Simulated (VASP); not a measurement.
Mg2Sn, 3 atoms in the cell. Symmetry: Fm-3m, No. 225, cubic system. The conventional cell has a = 6.763 Å, b = 6.763 Å, c = 6.763 Å, α = 90.00°, β = 90.00°, γ = 90.00°. Within 3.9 Å of Sn (site symmetry m-3m) lie 8 Mg at 2.93 Å. Within 3.9 Å of Mg (site symmetry -43m) lie 4 Sn at 2.93 Å and 6 Mg at 3.38 Å. 

```yaml
Program: VASP 6.6.1
Task: single point
Functional: HSE06
Potentials_or_basis: VASP PAW PBE potentials, release 64 (Sn_d, Mg)
Cutoff: 520 eV
k_mesh: 4 × 4 × 4
Occupations: fermi-dirac, width 0.02 eV
Spin: no spin polarisation
Dipole_correction: no
Grid_for_exact_exchange_PRECFOCK: Normal
Further_INCAR_settings: ALGO = Normal; EDIFF = 1e-06; NBANDS = 16
Share_of_exact_exchange: 0.25
Screening_parameter: 0.2079 1/Å
```

Potentials or basis: VASP PAW PBE potentials, release 64 (Sn_d, Mg).

Run with:

```bash
$ cat potpaw_PBE.64/Sn_d/POTCAR potpaw_PBE.64/Mg/POTCAR > POTCAR
$ cp INCAR.step1 INCAR
$ mpirun -np 1 vasp_std > vasp.out
$ cp INCAR.step2 INCAR
$ mpirun -np 1 vasp_std > vasp.out
```

Hardware: 1 thread of AMD EPYC 9R45 96-Core Processor (Zen 5), on a shared host.

Task: Estimate the wall time of this run.

Result: It took 8.6 min on 1 thread of AMD EPYC 9R45 96-Core Processor (Zen 5), with other jobs on the host, peak memory 0.29 GiB. Counts: k points 8.
